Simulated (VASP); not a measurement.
Write the native input for VASP 6.6.1 that does the following.

```
Task                   : single point
Functional             : PBE
Potentials or basis    : VASP PAW PBE potentials, release 64 (V_sv)
Cutoff                 : 520 eV
k mesh                 : 21 × 21 × 21
Occupations            : fermi-dirac, width 0.05 eV
Spin                   : collinear spin, ferromagnetic start
Starting moments       : [1.0] μB
Dipole correction      : no
Further INCAR settings : ALGO = Normal; EDIFF = 1e-07; NBANDS = 16
```

The structure of V lies in POSCAR:

```
V
1.0
    2.5078211718      0.0000000000      0.0000000000
    0.0000000000      2.5078211718      0.0000000000
    0.0000000000      0.0000000000      2.5078211718
V
1
Direct
    0.0000000000      0.0000000000      0.0000000000
```

This isn't the form of V at room conditions, which is bcc.

The input as run:

INCAR

```
  PREC = Accurate
  ENCUT = 520
  EDIFF = 1E-7
  ISMEAR = -1
  SIGMA = 0.05
  LREAL = False
  LASPH = True
  NELM = 150
  ALGO = Normal
  ISIF = 2
  LWAVE = False
  LCHARG = True
  ISPIN = 2
  MAGMOM = 1
  LORBIT = 11
  LMAXMIX = 4
  GGA = PE
  LELF = True
  LVHAR = True
  NBANDS = 16
```

KPOINTS

```
Automatic mesh
0
Gamma
  21 21 21
```

Potentials or basis: VASP PAW PBE potentials, release 64 (V_sv).

Command:

```console
$ cat potpaw_PBE.64/V_sv/POTCAR > POTCAR
$ mpirun -np 1 vasp_std > vasp.out
```

It gave:

```
Pressure                                              : -8.3 GPa
Net moment                                            : 0.00 μB per cell
Valence electrons inside the program's atomic spheres : V 11.62
```

Caveat: the cell stands under tension.

Run time: 2.8 min on 1 thread of Intel Xeon 8259CL, on a shared host, peak memory 0.21 GiB.
